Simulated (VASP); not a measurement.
# Rh (P-1) in VASP: single point with PBE

Aim: the single point of Rh with PBE.

All numbers are computed with VASP 6.6.1; they aren't measurements. Logs are shortened: lines on timing, memory, paths and dates and some standing lists are left out, and cuts for length are marked.

## Step 1: The cell of the first run

The typed cell holds 2 atoms: a = 2.783 Å, b = 2.734 Å, c = 3.812 Å, α = 90.61°, β = 85.61°, γ = 95.36°.

## Step 2: Single point, PBE (atoms moved at random and the cell strained at random)

File INCAR:

```
PREC = Accurate
ENCUT = 520
EDIFF = 1E-6
ISMEAR = 0
SIGMA = 0.15
LREAL = False
LASPH = True
NELM = 80
ALGO = Fast
ISIF = 2
LWAVE = False
LCHARG = False
GGA = PE
NBANDS = 22
```

File KPOINTS:

```
regular mesh
0
Gamma
  12 12 10
```

File POSCAR:

```
Rh
1.0
    0.1046510339     -2.0557028141     -1.8735206662
   -0.0120687109      2.0223469215     -1.8401647736
    3.8090879633     -0.1167197448     -0.0925823229
Rh
2
Direct
    0.5034531398      0.5189330087      0.4896287059
   -0.0034531398     -0.0189330087      0.0103712941
```

Potentials or basis: VASP PAW PBE potentials, release 64 (Rh_pv).

The run is started by

```bash
$ cat potpaw_PBE.64/Rh_pv/POTCAR > POTCAR
$ mpirun -np 1 vasp_std > vasp.out
```

OUTCAR:

```text
PREC = Accurate
   ENCUT = 520
   EDIFF = 1E-6
   ISMEAR = 0
   LREAL = False
   LASPH = True
   NELM = 80
   ISIF = 2
   GGA = PE

 ion  position               nearest neighbor table
   1  0.503  0.519  0.490-   2 2.48   2 2.71   2 2.71   2 2.72   2 2.73   2 2.73   2 2.78   2 2.97

   2  0.997  0.981  0.010-   1 2.48   1 2.71   1 2.71   1 2.72   1 2.73   1 2.73   1 2.78   1 2.97

  LATTYP: Found a triclinic cell.
 ALAT       =     3.7149890508
 B/A-ratio  =     1.8478855916
 C/A-ratio  =     2.6276150152
 COS(alpha) =     0.0039491133
 COS(beta)  =     0.6057534910
 COS(gamma) =     0.7895836293

  Lattice vectors:

 A1 = (  -0.0925823230,   0.0333558926,   3.7136854398)
 A2 = (   3.6118546064,   1.9723389619,   5.4946237831)
 A3 = (  -7.6986895387,  -1.7555515393,   5.7390148592)

Analysis of symmetry for initial positions (statically):
=====================================================================
 Subroutine PRICEL returns:
 Original cell was already a primitive cell.

 Routine SETGRP: Setting up the symmetry group for a
 triclinic supercell.

 Subroutine GETGRP returns: Found  2 space group operations
 (whereof  1 operations were pure point group operations)
 out of a pool of  2 trial point group operations.

The static configuration has the point symmetry C_1 .
 The point group associated with its full space group is S_2 .

Analysis of symmetry for dynamics (positions and initial velocities):
=====================================================================
 Subroutine PRICEL returns:
 Original cell was already a primitive cell.

 Routine SETGRP: Setting up the symmetry group for a
 triclinic supercell.

 Subroutine GETGRP returns: Found  2 space group operations
 (whereof  1 operations were pure point group operations)
 out of a pool of  2 trial point group operations.

The dynamic configuration has the point symmetry C_1 .
 The point group associated with its full space group is S_2 .

 Subroutine INISYM returns: Found  2 space group operations
 (whereof  1 operations are pure point group operations),
 and found     1 'primitive' translations

----------------------------------------------------------------------------------------

                                     Primitive cell

  volume of cell :      28.7990

  direct lattice vectors                    reciprocal lattice vectors
     0.104651034 -2.055702814 -1.873520666    -0.013959407 -0.243427334 -0.267435860
    -0.012068711  2.022346922 -1.840164774     0.000984586  0.247463908 -0.271472434
     3.809087963 -0.116719745 -0.092582323     0.262916677  0.007471997  0.006487410

  length of vectors
     2.783333538  2.734271223  3.812000275     0.361902848  0.367337226  0.263102824

  position of ions in fractional coordinates (direct lattice)
     0.503453140  0.518933009  0.489628706
     0.996546860  0.981066991  0.010371294

  ion indices of the primitive-cell ions
   primitive index   ion index
                 1           1
                 2           2

----------------------------------------------------------------------------------------

 KPOINTS: regular mesh

Automatic generation of k-mesh.
 Grid dimensions read from file:
 generate k-points for:   12   12   10

 Generating k-lattice:

  Cartesian coordinates                     Fractional coordinates (reciprocal lattice)
    -0.001163284 -0.020285611 -0.022286322     0.083333333 -0.000000000  0.000000000
     0.000082049  0.020621992 -0.022622703     0.000000000  0.083333333  0.000000000
     0.026291668  0.000747200  0.000648741     0.000000000 -0.000000000  0.100000000

  Length of vectors
     0.030158571  0.030611435  0.026310282

  Shift w.r.t. Gamma in fractional coordinates (k-lattice)
     0.000000000  0.000000000  0.000000000

 Subroutine IBZKPT returns following result:
 ===========================================

 Found    724 irreducible k-points:

 Following reciprocal coordinates:
            Coordinates               Weight
  0.000000  0.000000  0.000000      1.000000
  0.083333  0.000000  0.000000      2.000000
  0.166667 -0.000000  0.000000      2.000000
  0.250000 -0.000000  0.000000      2.000000
  0.333333 -0.000000  0.000000      2.000000
  0.416667  0.000000  0.000000      2.000000
[... 16 lines left out ...]
  0.250000  0.166667  0.000000      2.000000
  0.333333  0.166667 -0.000000      2.000000
 [... further k-points ...]
   k-points           NKPTS =    724   k-points in BZ     NKDIM =    724   number of bands    NBANDS=     22
   number of dos      NEDOS =    301   number of ions     NIONS =      2
   total plane-waves  NPLWV =  13440
   dimension x,y,z NGX =    24 NGY =   20 NGZ =   28
   dimension x,y,z NGXF=    48 NGYF=   40 NGZF=   56
   ions per type =               2
   NGX,Y,Z   is equivalent  to a cutoff of  14.33, 12.16, 12.21 a.u.
   NGXF,Y,Z  is equivalent  to a cutoff of  28.67, 24.32, 24.42 a.u.
 SYSTEM =  unknown system
   PREC   = accura    normal or accurate (medium, high low for compatibility)
   ISTART =      0    job   : 0-new  1-cont  2-samecut
   ICHARG =      2    charge: 1-file 2-atom 10-const
   ISPIN  =      1    spin polarized calculation?
   LNONCOLLINEAR =      F non collinear calculations
   LSORBIT =      F    spin-orbit coupling
   LASPH  =      T    aspherical Exc in radial PAW
   ENCUT  =  520.0 eV  38.22 Ry    6.18 a.u.   5.18  5.08  7.09*2*pi/ulx,y,z
   NELM   =     80;   NELMIN=  2; NELMDL= -5     # of ELM steps
   EDIFF  = 0.1E-05   stopping-criterion for ELM
   LREAL  =      F    real-space projection
   EDIFFG = 0.1E-04   stopping-criterion for IOM
   NSW    =      0    number of steps for IOM
   IBRION =     -1    ionic relax: 0-MD 1-quasi-New 2-CG
   NFREE  =      0    steps in history (QN), initial steepest desc. (CG)
   ISIF   =      2    stress and relaxation
   ISYM   =      2    0-nonsym 1-usesym 2-fastsym
   POTIM  = 0.5000    time-step for ionic-motion
   TEBEG  =    0.0;   TEEND  =   0.0 temperature during run
   PSTRESS=    0.0 pullay stress
   NELECT =      30.0000    total number of electrons
   NUPDOWN=      -1.0000    fix difference up-down
   EMIN   =  10.00;   EMAX   =-10.00  energy-range for DOS
   EFERMI =   0.00;   METHOD = LEGACY
   ISMEAR =     0;   SIGMA  =   0.15  broadening in eV -4-tet -1-fermi 0-gaus
   EFERMI_NEDOS =   21; number of points for ismear=-14 and -15
   IALGO  =     68    algorithm
   IMIX   =      4    mixing-type and parameters
     AMIX     =   0.40;   BMIX     =  1.00
     AMIX_MAG =   1.60;   BMIX_MAG =  1.00
  volume/ion in A,a.u.               =      14.40        97.17
  Fermi-wavevector in a.u.,A,eV,Ry     =   1.659546  3.136088 37.471724  2.754094
  Thomas-Fermi vector in A             =   2.746936
   LORBIT       =      0    0 simple, 1 ext, 2 COOP (PROOUT), +10 PAW based schemes
   GGA     = PE    functional components
   LHFCALC =     F    Hartree Fock is set to
   AEXX    =    0.0000 exact exchange contribution
   IVDW    =     0    specifies the selected vdW correction
   LEPSILON=     F    determine dielectric tensor
   LRPA    =     F    only Hartree local field effects (RPA)
 non-spin polarized calculation
 RMM-DIIS sequential band-by-band and
 Gauss-broadening in eV      SIGMA  =   0.15
  energy-cutoff  :      520.00
  volume of cell :       28.80
 maximum number of plane-waves:       790
 NGX is ok and might be reduce to    24
   NGX = 11   NGY = 11   NGZ = 15

 number of electron      29.9999995 magnetization

 Free energy of the ion-electron system (eV)
  ---------------------------------------------------
  ext. energy  EPLUGINS =         0.00000000
  ---------------------------------------------------
  free energy    TOTEN  =       -14.27105311 eV

  energy without entropy =      -14.23464279  energy(sigma->0) =      -14.25284795

 E-fermi :  11.0726     XC(G=0): -13.7215

 val. band max:       11.0718876391   @ k =   0.4167  -0.2500   0.4000
 cond. band min:      11.0741620028   @ k =   0.1667   0.3333   0.2000
 fundamental gap:      0.0022743636
 Fermi energy:        11.0726240566

 k-point     1 :       0.0000    0.0000    0.0000
  band No.  band energies     occupation
      1     -35.8962      2.00000
      2     -35.4865      2.00000
      3     -35.3868      2.00000
      4     -35.2233      2.00000
      5     -35.2023      2.00000
      6     -35.1678      2.00000
[... 14 lines left out ...]
     21      24.5967      0.00000
     22      27.1904      0.00000

 k-point     2 :       0.0833    0.0000    0.0000
  band No.  band energies     occupation
      1     -35.8854      2.00000
      2     -35.4870      2.00000
      3     -35.3950      2.00000
      4     -35.2377      2.00000
      5     -35.2117      2.00000
      6     -35.1780      2.00000
[... 14 lines left out ...]
     21      24.7730      0.00000
     22      27.3788      0.00000

 k-point     3 :       0.1667   -0.0000    0.0000
  band No.  band energies     occupation
      1     -35.8548      2.00000
      2     -35.4965      2.00000
      3     -35.4072      2.00000
      4     -35.2917      2.00000
      5     -35.2324      2.00000
      6     -35.1987      2.00000
[... 14 lines left out ...]
     21      25.6530      0.00000
     22      27.7358      0.00000

 k-point     4 :       0.2500   -0.0000    0.0000
  band No.  band energies     occupation
      1     -35.8105      2.00000
      2     -35.5230      2.00000
      3     -35.4120      2.00000
      4     -35.3639      2.00000
      5     -35.2689      2.00000
      6     -35.2203      2.00000
[... 14 lines left out ...]
     21      26.9168      0.00000
     22      27.5400      0.00000

 k-point     5 :       0.3333   -0.0000    0.0000
  band No.  band energies     occupation
      1     -35.7642      2.00000
      2     -35.5482      2.00000
      3     -35.4711      2.00000
      4     -35.3690      2.00000
      5     -35.3192      2.00000
      6     -35.2432      2.00000
[... 417 lines left out ...]
 k-point    22 :       0.1667    0.1667    0.0000
  band No.  band energies     occupation
      1     -35.7921      2.00000
      2     -35.5074      2.00000
      3     -35.4507      2.00000
      4     -35.3369      2.00000
      5     -35.2719      2.00000
      6     -35.2652      2.00000
[... 14 lines left out ...]
     21      23.3895      0.00000
     22      28.6654      0.00000

 k-point    23 :       0.2500    0.1667    0.0000
  band No.  band energies     occupation
      1     -35.7523      2.00000
      2     -35.5169      2.00000
      3     -35.4743      2.00000
      4     -35.4008      2.00000
      5     -35.3066      2.00000
      6     -35.2873      2.00000
[... 14 lines left out ...]
     21      23.6932      0.00000
     22      27.9486      0.00000

 k-point    24 :       0.3333    0.1667   -0.0000
  band No.  band energies     occupation
      1     -35.7255      2.00000
      2     -35.5624      2.00000
      3     -35.4860      2.00000
      4     -35.4265      2.00000
      5     -35.3447      2.00000
      6     -35.3043      2.00000
[... 14 lines left out ...]
     21      24.4523      0.00000
     22      26.4268      0.00000

 [... further k-points ...]

------------------------ aborting loop because EDIFF is reached ----------------------------------------

  FORCE on cell =-STRESS in cart. coord.  units (eV):
  Direction    XX          YY          ZZ          XY          YZ          ZX
  --------------------------------------------------------------------------------------
  -------------------------------------------------------------------------------------
  Total        0.5815825     -2.4259782      0.9801606      1.1558925     -0.4095030      2.1274361
  in kB       32.3552156   -134.9646042     54.5293358     64.3058449    -22.7819066    118.3557911
  external PRESSURE =     -16.0266843 kB  Pullay stress =       0.0000000 kB

 VOLUME and BASIS-vectors are now :
 -----------------------------------------------------------------------------
  energy-cutoff  :      520.00
  volume of cell :       28.80
      direct lattice vectors                 reciprocal lattice vectors
     0.104651034 -2.055702814 -1.873520666    -0.013959407 -0.243427334 -0.267435860
    -0.012068711  2.022346922 -1.840164774     0.000984586  0.247463908 -0.271472434
     3.809087963 -0.116719745 -0.092582323     0.262916677  0.007471997  0.006487410

 POSITION                                       TOTAL-FORCE (eV/Angst)
 -----------------------------------------------------------------------------------
      1.91146     -0.04264     -1.94348         0.854389     -0.068661      0.852398
      0.13195     -0.06576     -3.67334        -0.854389      0.068661     -0.852398
 -----------------------------------------------------------------------------------
    total drift:                                0.000000      0.000000     -0.000000

  FREE ENERGIE OF THE ION-ELECTRON SYSTEM (eV)
  ---------------------------------------------------
  free  energy   TOTEN  =       -14.2710531109 eV

  energy  without entropy=      -14.2346427866  energy(sigma->0) =      -14.25284795
```

It took 5.1 min on 1 thread of Intel Xeon 8259CL, shared host; peak memory 0.43 GiB.

What came out:

- Free energy: -14.2711 eV
- Pressure: -1.6 GPa
- Largest force: 1.209 eV/Å
- Band gap on the k mesh: zero (bands 15 and 16 overlap by 2.06 eV)

Forces on the atoms (eV/Å):
```
Rh   0.854 -0.069  0.852
Rh  -0.854  0.069 -0.852
```

Stress tensor (GPa, compression positive):
```
  3.24   6.43  11.84
  6.43 -13.50  -2.28
 11.84  -2.28   5.45
```

Levels at points of the mesh, in eV from the Fermi level:
```tsv
k point	band 12	band 13	band 14	band 15	band 16	band 17	band 18	band 19
(0.00, 0.00, 0.00)	-2.24	-1.39	-0.39	0.17	0.63	1.34	3.63	12.08
(0.50, 0.00, 0.00)	-3.17	-1.67	-1.58	-0.94	-0.84	2.54	2.75	11.91
(0.00, 0.50, 0.00)	-3.01	-1.89	-1.80	-1.31	-0.73	2.62	3.22	12.30
(0.50, 0.50, 0.00)	0.43	0.61	0.83	0.96	1.28	2.26	4.17	10.22
(0.00, 0.00, 0.50)	-2.00	-1.34	-1.33	-1.19	-1.07	-0.54	-0.21	17.09
(0.50, 0.00, 0.50)	-2.28	0.18	0.23	0.36	0.56	0.88	1.34	7.30
(0.00, 0.50, 0.50)	-2.00	0.00	0.35	0.59	0.84	0.99	1.19	8.28
(0.50, 0.50, 0.50)	-3.07	-1.18	-0.97	0.68	0.83	7.83	8.86	9.87
```

Caveat: the cell differs from its parent crystal (atoms moved at random and the cell strained at random); forces of over 1 eV/Å act on the atoms, so gaps and moduli don't describe the material at rest.
